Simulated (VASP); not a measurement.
# H4CO in VASP: a series of runs

H4CO is run at these levels: LDA; tasks: single point.

Program: VASP 6.6.1. These are calculated values, not measurements. Logs are shortened: lines on timing, memory, paths and dates and some standing lists are left out, and cuts for length are marked.

### 1 The cell of the first run

The cell holds a disordered packing, 36 atoms: a = 7.380 Å, b = 7.380 Å, c = 7.380 Å, α = 90.00°, β = 90.00°, γ = 90.00°.

### 2 Single point, LDA

File INCAR:

```
SYSTEM = H4CO
PREC = Accurate
ENCUT = 520
EDIFF = 1E-6
ISMEAR = -1
SIGMA = 0.05
LREAL = Auto
LASPH = .TRUE.
NELM = 100
ALGO = Normal
ISIF = 2
LWAVE = .FALSE.
LCHARG = .FALSE.
NBANDS = 66
```

File KPOINTS:

```
regular mesh
0
G
  1 1 1
  0 0 0
```

File POSCAR:

```
H4CO
1.0
    7.3803230000      0.0000000000      0.0000000000
    0.0000000000      7.3803230000      0.0000000000
    0.0000000000      0.0000000000      7.3803230000
C O H
6 6 24
Direct
    0.4838406124      0.1146968771      0.6775719708
    0.9471265689      0.3890615628      0.7612403956
    0.6831137336      0.2386074431      0.2590672522
    0.0335893158      0.8664254938      0.6313273823
    0.8517242403      0.6985737616      0.2272800255
    0.2689042200      0.9037138347      0.1622557712
    0.6001498850      0.0364347197      0.8048428233
    0.8841076468      0.2532815976      0.8868582039
    0.8723466439      0.2173753100      0.2813020514
   -0.0741837451      0.9114370740      0.7802233046
    0.8966003249      0.5682678116      0.3510008979
    0.4501293507      0.8570221114      0.1033694596
    0.3584666958      0.0308929569      0.6578167378
    0.6725586400      0.1359967579      0.8543122029
    0.4418234812      0.2560999024      0.7112019352
    0.5571436372      0.1335578402      0.5453826343
    0.8858690873      0.5222129167      0.7938134957
    0.9411241215      0.1323519309      0.8423208578
    1.0996402190      0.4182879259      0.7715109488
    0.9241736439      0.3530333293      0.6158538048
    0.6252571873      0.3127098909      0.3686559518
    0.9138624421      0.2165487879      0.1493701563
    0.6505812821      0.3080217492      0.1356038211
    0.6104746364      0.1055780350      0.2455854574
    0.1514161372      0.7933121626      0.6780462048
   -0.2034192812      0.9108002455      0.7698172560
   -0.0396053127      0.7785431613      0.5310201193
    0.0851995231      0.9846181529      0.5567777996
    0.8724414907      0.8326600340      0.2880226245
    0.9124532896      0.4429345437      0.3098102888
    0.9500126214      0.7108902957      0.1071768810
    0.7110799893      0.6985060139      0.1676213900
    0.2325101489      0.8073359391      0.2690261659
    0.4862117823      0.9093639940     -0.0146741545
    0.2704353183      1.0294942376      0.2397591542
    0.1732579997      0.8937684706      0.0428843019
```

Potentials or basis: VASP PAW LDA potentials, release 64 (C, O, H).

Started as:

```
cat potpaw_LDA.64/C/POTCAR potpaw_LDA.64/O/POTCAR potpaw_LDA.64/H/POTCAR > POTCAR
mpirun -np 1 vasp_gam > vasp.out
```

OUTCAR:

```text
SYSTEM = H4CO
   PREC = Accurate
   ENCUT = 520
   EDIFF = 1E-6
   ISMEAR = -1
   LREAL = Auto
   LASPH = .TRUE.
   NELM = 100
   ISIF = 2

 ion  position               nearest neighbor table
   1  0.484  0.115  0.678-  15 1.12  13 1.12  16 1.12   7 1.40
   2  0.947  0.389  0.761-  17 1.11  20 1.12  19 1.15   8 1.44
   3  0.683  0.239  0.259-  21 1.07  23 1.07  24 1.12   9 1.41
   4  0.034  0.866  0.631-  25 1.08  28 1.10  27 1.12  10 1.40
   5  0.852  0.699  0.227-  29 1.10  32 1.13  31 1.15  11 1.37
   6  0.269  0.904  0.162-  35 1.09  33 1.10  36 1.13  12 1.45
   7  0.600  0.036  0.805-  14 0.98   1 1.40
   8  0.884  0.253  0.887-  18 1.04   2 1.44
   9  0.872  0.217  0.281-  22 1.02   3 1.41
  10  0.926  0.911  0.780-  26 0.96   4 1.40
  11  0.897  0.568  0.351-  30 0.98   5 1.37
  12  0.450  0.857  0.103-  34 0.99   6 1.45
  13  0.358  0.031  0.658-   1 1.12
  14  0.673  0.136  0.854-   7 0.98
  15  0.442  0.256  0.711-   1 1.12
  16  0.557  0.134  0.545-   1 1.12
  17  0.886  0.522  0.794-   2 1.11
[... 17 lines left out ...]
  35  0.270  0.029  0.240-   6 1.09
  36  0.173  0.894  0.043-   6 1.13

  LATTYP: Found a simple cubic cell.
 ALAT       =     7.3803230000

  Lattice vectors:

 A1 = (   7.3803230000,   0.0000000000,   0.0000000000)
 A2 = (   0.0000000000,   7.3803230000,   0.0000000000)
 A3 = (   0.0000000000,   0.0000000000,   7.3803230000)

Analysis of symmetry for initial positions (statically):
=====================================================================
 Subroutine PRICEL returns:
 Original cell was already a primitive cell.

 Routine SETGRP: Setting up the symmetry group for a
 simple cubic supercell.

 Subroutine GETGRP returns: Found  1 space group operations
 (whereof  1 operations were pure point group operations)
 out of a pool of 48 trial point group operations.

The static configuration has the point symmetry C_1 .

Analysis of symmetry for dynamics (positions and initial velocities):
=====================================================================
 Subroutine PRICEL returns:
 Original cell was already a primitive cell.

 Routine SETGRP: Setting up the symmetry group for a
 simple cubic supercell.

 Subroutine GETGRP returns: Found  1 space group operations
 (whereof  1 operations were pure point group operations)
 out of a pool of 48 trial point group operations.

The dynamic configuration has the point symmetry C_1 .

[... 145 lines left out ...]
   NSW    =      0    number of steps for IOM
   IBRION =     -1    ionic relax: 0-MD 1-quasi-New 2-CG
   NFREE  =      0    steps in history (QN), initial steepest desc. (CG)
   ISIF   =      2    stress and relaxation
   ISYM   =      2    0-nonsym 1-usesym 2-fastsym
   POTIM  = 0.5000    time-step for ionic-motion
   TEBEG  =    0.0;   TEEND  =   0.0 temperature during run
   PSTRESS=    0.0 pullay stress
   NELECT =      84.0000    total number of electrons
   NUPDOWN=      -1.0000    fix difference up-down
   EMIN   =  10.00;   EMAX   =-10.00  energy-range for DOS
   EFERMI =   0.00;   METHOD = LEGACY
   ISMEAR =    -1;   SIGMA  =   0.05  broadening in eV -4-tet -1-fermi 0-gaus
   EFERMI_NEDOS =   21; number of points for ismear=-14 and -15
   IALGO  =     38    algorithm
   IMIX   =      4    mixing-type and parameters
     AMIX     =   0.40;   BMIX     =  1.00
     AMIX_MAG =   1.60;   BMIX_MAG =  1.00
  volume/ion in A,a.u.               =      11.17        75.36
  Fermi-wavevector in a.u.,A,eV,Ry     =   0.971462  1.835797 12.840345  0.943739
  Thomas-Fermi vector in A             =   2.101681
   LORBIT       =      0    0 simple, 1 ext, 2 COOP (PROOUT), +10 PAW based schemes
   GGA     = CA    functional components
   LHFCALC =     F    Hartree Fock is set to
   AEXX    =    0.0000 exact exchange contribution
   IVDW    =     0    specifies the selected vdW correction
   LEPSILON=     F    determine dielectric tensor
   LRPA    =     F    only Hartree local field effects (RPA)
 non-spin polarized calculation
  energy-cutoff  :      520.00
  volume of cell :      402.00
 maximum number of plane-waves:      5414
 NGX is ok and might be reduce to    54
   NGX = 27   NGY = 27   NGZ = 27

 number of electron      84.0000003 magnetization

 Free energy of the ion-electron system (eV)
  ---------------------------------------------------
  ext. energy  EPLUGINS =         0.00000000
  ---------------------------------------------------
  free energy    TOTEN  =      -192.74092506 eV

  energy without entropy =     -192.74092506  energy(sigma->0) =     -192.74092506

 E-fermi :  -1.5623     XC(G=0):  -6.7117

 val. band max:       -2.7686272469   @ k =   0.0000   0.0000   0.0000
 cond. band min:       1.2853099604   @ k =   0.0000   0.0000   0.0000
 fundamental gap:      4.0539372072
 Fermi energy:        -1.5622685582

 k-point     1 :       0.0000    0.0000    0.0000
  band No.  band energies     occupation
      1     -23.6924      2.00000
      2     -23.0002      2.00000
      3     -22.8961      2.00000
      4     -22.5557      2.00000
      5     -22.0258      2.00000
      6     -21.5754      2.00000
[... 46 lines left out ...]
     53       4.7112      0.00000
     54       4.7593      0.00000
 [bands above 54 left out]

------------------------ aborting loop because EDIFF is reached ----------------------------------------

  FORCE on cell =-STRESS in cart. coord.  units (eV):
  Direction    XX          YY          ZZ          XY          YZ          ZX
  --------------------------------------------------------------------------------------
  -------------------------------------------------------------------------------------
  Total       -2.2121517     -0.6419890     -2.6365647     -2.0504562      0.2364541      1.9853039
  in kB       -8.8165645     -2.5586569    -10.5080688     -8.1721246      0.9423914      7.9124588
  external PRESSURE =      -7.2944300 kB  Pullay stress =       0.0000000 kB

 VOLUME and BASIS-vectors are now :
 -----------------------------------------------------------------------------
  energy-cutoff  :      520.00
  volume of cell :      402.00
      direct lattice vectors                 reciprocal lattice vectors
     7.380323000  0.000000000  0.000000000     0.135495425  0.000000000  0.000000000
     0.000000000  7.380323000  0.000000000     0.000000000  0.135495425  0.000000000
     0.000000000  0.000000000  7.380323000     0.000000000  0.000000000  0.135495425

 POSITION                                       TOTAL-FORCE (eV/Angst)
 -----------------------------------------------------------------------------------
      3.57090      0.84650      5.00070        -0.453078      0.517463     -1.438431
      6.99010      2.87140      5.61820         1.021428      0.447749      0.228482
      5.04160      1.76100      1.91200        -0.483367     -1.666150     -0.285190
      0.24790      6.39450      4.65940        -0.818004     -0.449477     -1.140155
      6.28600      5.15570      1.67740         0.441285      0.764387     -2.202385
      1.98460      6.66970      1.19750         1.197294     -0.780540     -0.998443
[... 28 lines left out ...]
      1.99590      0.21768      1.76950        -0.233190      0.960970     -0.338704
      1.27870      6.59630      0.31650         0.123243      0.349310      0.875127
 -----------------------------------------------------------------------------------
    total drift:                                0.008555      0.011889     -0.012273

  FREE ENERGIE OF THE ION-ELECTRON SYSTEM (eV)
  ---------------------------------------------------
  free  energy   TOTEN  =      -192.7409250598 eV

  energy  without entropy=     -192.7409250597  energy(sigma->0) =     -192.74092506
```

Run time: 42 s. Hardware: 1 thread of Intel Xeon Platinum 8488C (Sapphire Rapids), shared host; peak memory 0.31 GiB.

Results:

```yaml
Free_energy: -192.7409 eV
Pressure: -0.7 GPa
Largest_force: 2.522 eV/Å
Band_gap_on_the_k_mesh: 4.05 eV
```

Forces on the atoms (eV/Å):
```
C   -0.453  0.517 -1.438
C    1.021  0.448  0.228
C   -0.483 -1.666 -0.285
C   -0.818 -0.449 -1.140
C    0.441  0.764 -2.202
C    1.197 -0.781 -0.998
O   -0.659 -0.572  0.481
O    0.933 -0.414 -0.829
O    0.510  0.238 -1.472
O    2.077  0.599  1.298
O    0.109  0.334  1.264
O   -0.528 -0.152  0.516
H    0.592  0.264  0.077
H    0.873  0.547  0.406
H   -0.053 -0.375  0.391
H   -0.442 -0.437  0.324
H   -0.273 -0.280 -0.055
H   -0.678  0.250  0.430
H   -0.939 -0.533  0.187
H   -0.312 -0.004  0.364
H   -0.264  0.719  0.987
H    0.085 -0.102  0.879
H   -0.076  0.801 -0.890
H    0.314  0.114  0.218
H    0.576 -0.536  0.340
H   -1.688 -0.014 -0.768
H    0.338  0.137  0.436
H   -0.135  0.463 -0.092
H   -0.226  0.434  0.407
H   -0.150 -0.691 -0.490
H   -0.560 -0.451  0.524
H    0.262 -0.243  0.449
H   -0.229 -0.631 -0.170
H   -0.252  0.392  0.086
H   -0.233  0.961 -0.339
H    0.123  0.349  0.875
```

Stress tensor (GPa, compression positive):
```
-0.88 -0.82  0.79
-0.82 -0.26  0.09
 0.79  0.09 -1.05
```

Levels at points of the mesh, in eV from the valence-band top:
| k point | band 38 | band 39 | band 40 | band 41 | band 42 | band 43 | band 44 | band 45 | band 46 | band 47 |
| --- | --- | --- | --- | --- | --- | --- | --- | --- | --- | --- |
| (0.00, 0.00, 0.00) | -1.15 | -1.10 | -0.83 | -0.33 | 0.00 | 4.05 | 5.16 | 5.70 | 6.17 | 6.44 |

Caveat: the k points lie up to 0.85 Å⁻¹ apart.

### 3 Single point, LDA

File INCAR:

```
SYSTEM = H4CO
  PREC = Accurate
  ENCUT = 520
  EDIFF = 1E-7
  ISMEAR = -1
  SIGMA = 0.05
  LREAL = Auto
  LASPH = .TRUE.
  NELM = 100
  ALGO = Normal
  ISIF = 2
  LWAVE = .FALSE.
  LCHARG = .FALSE.
  GGA = CA
  NBANDS = 66
```

File KPOINTS:

```
Automatic mesh
0
G
  1 1 1
  0 0 0
```

File POSCAR:

```
H4CO
1.0
    7.3803230000      0.0000000000      0.0000000000
    0.0000000000      7.3803230000      0.0000000000
    0.0000000000      0.0000000000      7.3803230000
C O H
6 6 24
Direct
    0.4426771023      0.1074072232      0.7011888233
    0.9193500068      0.3350259873      0.7462546016
    0.6856203990      0.2159526080      0.2691616614
    0.0384942502      0.8643795129      0.6233467018
    0.8579028316      0.6798211948      0.2214808214
    0.3141461424      0.9225341493      0.1935687639
    0.5874810628      0.0617317155      0.8136500259
    0.8879963655      0.2267651429      0.9006109895
    0.8706800502      0.2253695401      0.2370898943
   -0.0583307804      0.9207862583      0.7857515179
    0.9000554583      0.5507076045      0.3563936158
    0.4594378864      0.8689321592      0.0961475534
    0.3562716700     -0.0126688222      0.7152261493
    0.6765015569      0.1547628742      0.8434454698
    0.3650653230      0.2281878449      0.7424200811
    0.4723370508      0.1227317558      0.5545014764
    0.8274705592      0.4519585389      0.7600751349
    0.9223851043      0.0979360930      0.8570763095
    1.0575146914      0.3952130550      0.7386533083
    0.8948253349      0.2672240768      0.6107456273
    0.6692796508      0.2551243353      0.4160387018
    0.8874950324      0.2376183265      0.1015809200
    0.5981987509      0.3254871094      0.2016036426
    0.6297014372      0.0784789500      0.2484715100
    0.1753039806      0.8252077856      0.6698893802
   -0.1925796473      0.9141198834      0.7664434199
   -0.0224515919      0.7486257715      0.5564797096
    0.0424100680      0.9837374326      0.5160478749
    0.9283469030      0.8060622821      0.2537829306
    0.8826036476      0.4292495057      0.3043362736
    0.9073044635      0.6404326748      0.0910258264
    0.7117981151      0.6960670963      0.2135136904
    0.2790257283      0.8395567511      0.3118562697
    0.4949918859      0.9514624224     -0.0042952050
    0.3415026687      1.0543440985      0.2637689434
    0.1848022099      0.9515030711      0.1120140677
```

Potentials or basis: VASP PAW LDA potentials, release 64 (C, O, H).

Started as:

```
cat potpaw_LDA.64/C/POTCAR potpaw_LDA.64/O/POTCAR potpaw_LDA.64/H/POTCAR > POTCAR
mpirun -np 1 vasp_gam > vasp.out
```

Wall time 44 s (1 thread of Intel Xeon Platinum 8488C (Sapphire Rapids), shared host); peak memory 0.3 GiB.

It converged, with:

```
Free energy            : -192.7661 eV
Pressure               : 0.3 GPa
Largest force          : 2.907 eV/Å
Band gap on the k mesh : 3.90 eV
```

Forces in eV/Å, atoms in the order of the input:
```
C   -0.608 -0.376 -0.329
C    0.003  1.290 -0.535
C   -1.408  0.813  1.370
C    0.042  2.024 -0.379
C    0.016 -0.385  1.196
C   -1.797  2.247  0.415
O    0.019 -0.900  0.083
O   -0.154 -0.311 -0.893
O    0.513  0.213 -0.177
O   -0.491 -0.710 -0.806
O    0.241  1.071  0.439
O    1.075 -1.283 -0.629
H   -0.505  0.144 -0.260
H    0.610  1.025  0.277
H    0.068  0.097  0.298
H    0.402 -0.045  0.150
H   -0.034  0.082 -0.383
H    0.635 -0.256  0.340
H   -0.051 -0.330  0.208
H   -0.038  0.040  0.734
H   -0.182 -0.418 -0.473
H    0.294 -0.071 -0.012
H    0.727 -0.820 -0.069
H   -0.101  0.031 -0.179
H   -0.132  0.174 -0.219
H    0.292 -0.182 -0.065
H   -0.456 -0.640 -0.132
H    0.183 -1.327  1.322
H   -0.115  0.510  0.126
H    0.364 -0.895 -0.153
H    0.470 -0.409 -1.229
H   -0.640  0.562 -0.189
H    0.102 -0.865 -0.261
H    0.001  0.152  0.069
H   -0.048  0.249 -0.086
H    0.704 -0.499  0.430
```

Stress tensor (GPa, compression positive):
```
 0.91  0.87 -0.28
 0.87  1.20  0.94
-0.28  0.94 -1.27
```

Levels at points of the mesh, in eV from the valence-band top:
```
           k point  band 40  band 41  band 42  band 43  band 44  band 45
(0.00, 0.00, 0.00)    -0.81    -0.38     0.00     3.90     5.03     5.68
```

Caveat: the k points lie up to 0.85 Å⁻¹ apart.

### 4 Single point, LDA

File INCAR:

```
SYSTEM = H4CO
PREC     = Accurate       ! precision mode
ENCUT    = 520            ! plane-wave cutoff, eV
EDIFF    = 1E-7           ! SCF threshold, eV
ISMEAR   = -1             ! smearing method
SIGMA    = 0.05           ! smearing width, eV
LREAL    = Auto         
LASPH    = .TRUE.         ! aspherical terms in the spheres
NELM     = 60             ! most SCF steps
ALGO     = Normal         ! electronic algorithm
ISIF     = 2              ! what is computed and relaxed
LWAVE    = .FALSE.        ! write WAVECAR
LCHARG   = .FALSE.        ! write CHGCAR
NBANDS   = 66             ! bands
```

KPOINTS is that of step 3.

File POSCAR:

```
H4CO
1.0
    7.3803230000      0.0000000000      0.0000000000
    0.0000000000      7.3803230000      0.0000000000
    0.0000000000      0.0000000000      7.3803230000
C O H
6 6 24
Direct
    0.4470265055      0.1141684449      0.7165811036
    0.9216398794      0.3438196404      0.7661046813
    0.6865959661      0.1870243348      0.2728335874
    0.0248769600      0.8451391626      0.6093906730
    0.8400851833      0.6925442152      0.2226054334
    0.3451339460      0.9677218734      0.2091100891
    0.5909361962      0.0404995825      0.8163057362
    0.8732002651      0.2113322141      0.8900558959
    0.8645014588      0.2560186051      0.2573193612
   -0.0716228815      0.8967629195      0.7641535472
    0.8930638944      0.5823999844      0.3655124579
    0.4784885431      0.8701516180      0.1024345411
    0.3469224856      0.0081161759      0.6922325757
    0.6833305263      0.1380969369      0.8650298910
    0.3869613837      0.2201529662      0.8001546816
    0.4983521724      0.1638681667      0.5823051376
    0.8774548214      0.4778517146      0.7984609888
    0.9113964253      0.0813108044      0.8298823778
    1.0670806684      0.3555399947      0.7692752743
    0.8729970219      0.3076965602      0.6323435980
    0.6264359974      0.2300576818      0.4012019528
    0.9017762502      0.2411818561      0.1310105262
    0.6064368727      0.2460190428      0.1638275181
    0.6785475378      0.0349849187      0.2692700577
    0.1693286324      0.8145713948      0.6499851023
   -0.2020507775      0.8796362978      0.7386262092
   -0.0264080583      0.7072725679      0.5497455870
    0.0159071629      0.9476956496      0.5086769238
    0.8996489720      0.8307359990      0.2203155607
    0.8807609098      0.4536115831      0.3315979531
    0.8834572687      0.6283193839      0.0852130727
    0.6947256915      0.7156597347      0.2190554533
    0.3210835081      0.8837011605      0.3310695209
    0.5146793711      0.9344848457     -0.0124249305
    0.3909855978      1.0965102747      0.2744053343
    0.2212640287      0.9953493905      0.1324196787
```

Started as:

```
cat potpaw_LDA.64/C/POTCAR potpaw_LDA.64/O/POTCAR potpaw_LDA.64/H/POTCAR > POTCAR
mpirun -np 1 vasp_gam > vasp.out
```

Wall time 39 s (1 thread of Intel Xeon Platinum 8488C (Sapphire Rapids), shared host); peak memory 0.29 GiB.

The run converged. Its results:

| Property | Result |
| --- | --- |
| Free energy | -192.7699 eV |
| Pressure | 0.6 GPa |
| Largest force | 3.012 eV/Å |
| Band gap on the k mesh | 3.98 eV |

Forces on the atoms (eV/Å):
```
C    0.748  0.140 -0.220
C    0.628 -0.155 -0.242
C    0.345 -0.487 -0.088
C    1.108 -2.799  0.063
C    0.447 -0.598 -1.778
C    1.337 -0.817 -0.093
O    0.732 -0.141  0.392
O   -0.386 -1.405  0.676
O    0.165 -0.295  1.132
O   -0.900  0.293  0.875
O    0.290  0.770  0.673
O   -1.081  0.641  0.986
H   -0.291 -0.235 -0.096
H   -0.422 -0.483 -0.529
H   -0.502  0.582 -0.217
H   -0.474  0.078  0.463
H   -0.879  0.924  0.567
H    0.142  0.502  0.601
H    1.058  0.053 -0.486
H   -0.085  0.003 -0.907
H    0.092  0.351  0.276
H    0.148 -0.114 -0.991
H   -0.557 -0.063 -0.337
H    0.133  0.534 -0.213
H   -0.634  0.482 -0.211
H   -0.209  0.151  0.342
H    0.338  1.561  0.443
H    0.203  0.965 -1.137
H    0.414 -0.212  0.446
H   -0.030 -0.772 -0.434
H   -0.425  0.622  1.006
H   -0.701 -0.006 -0.185
H   -0.428 -0.235 -0.345
H   -0.123  0.250  0.214
H    0.192  0.003 -0.597
H   -0.394 -0.089 -0.050
```

Stress tensor (GPa, compression positive):
```
 1.56  0.56  0.32
 0.56 -0.13 -1.06
 0.32 -1.06  0.41
```

Levels at points of the mesh, in eV from the valence-band top:
| k point | band 39 | band 40 | band 41 | band 42 | band 43 | band 44 | band 45 | band 46 |
| --- | --- | --- | --- | --- | --- | --- | --- | --- |
| (0.00, 0.00, 0.00) | -1.02 | -0.65 | -0.32 | 0.00 | 3.98 | 5.26 | 5.70 | 5.94 |

Caveat: the k points lie up to 0.85 Å⁻¹ apart.

### 5 Summary

| cell | gap on the mesh (eV) | pressure (GPa) | largest force (eV/Å) |
| --- | --- | --- | --- |
| as given, atomic positions A | 4.05 | -0.7 | 2.52 |
| as given, atomic positions B | 3.90 | 0.3 | 2.91 |
| as given, atomic positions C | 3.98 | 0.6 | 3.01 |

Alike in all rows: task single point; level LDA; potentials or basis VASP PAW LDA potentials, release 64 (C, O, H); no spin polarisation; k mesh 1 × 1 × 1; cutoff (eV) 520; smearing fermi-dirac 0.05 eV.

Caveats: all runs use coarse meshes.

Total energies depend on the potentials used, so only differences within one code and one set of settings carry meaning.
